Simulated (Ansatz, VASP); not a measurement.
## As: VASP beside Ansatz

```
CELL_PARAMETERS angstrom
1.83709 -5.53642 0.00000
1.83709 5.53642 0.00000
0.00000 0.00000 4.49960
ATOMIC_POSITIONS crystal
As 0.39000 0.61000 0.56000
As 0.89000 0.11000 0.94000
As 0.61000 0.39000 0.44000
As 0.11000 0.89000 0.06000
```

Change from the starting cell: volume scaled by 1.02.

Alike in both runs: task single point; functional LDA; k mesh 8 × 8 × 6; occupations fermi-dirac, width 0.05 eV; no spin polarisation.

|  | VASP | Ansatz |
| --- | --- | --- |
| version | VASP 6.6.1 | Ansatz 0.2.0 |
| potentials or method | VASP PAW LDA potentials, release 64 (As), cutoff 520 eV | all-electron LAPW, scalar-relativistic |

Ansatz gave:

```
gap on the k mesh at the Fermi level (eV)                     : 0.05
least direct gap on the mesh (eV)                             : 0.13
pressure (GPa)                                                : -3.1
traceless stress, the component that is largest in VASP (GPa) : -0.82
rms of the force components (eV/Å)                            : 0.184
```

Task: Which values does VASP return?

Result: gap on the k mesh at the Fermi level (eV): 0.04; least direct gap on the mesh (eV): 0.11; pressure (GPa): -2.8; traceless stress, the component that is largest in VASP (GPa): -0.85; rms of the force components (eV/Å): 0.146.

LDA's correlation is that of Perdew and Zunger in VASP and of Perdew and Wang (1992) in Ansatz. Atom by atom the forces differ by 0.041 eV/Å (rms over components). Ansatz ran all-electron here, and VASP with PAW potentials.
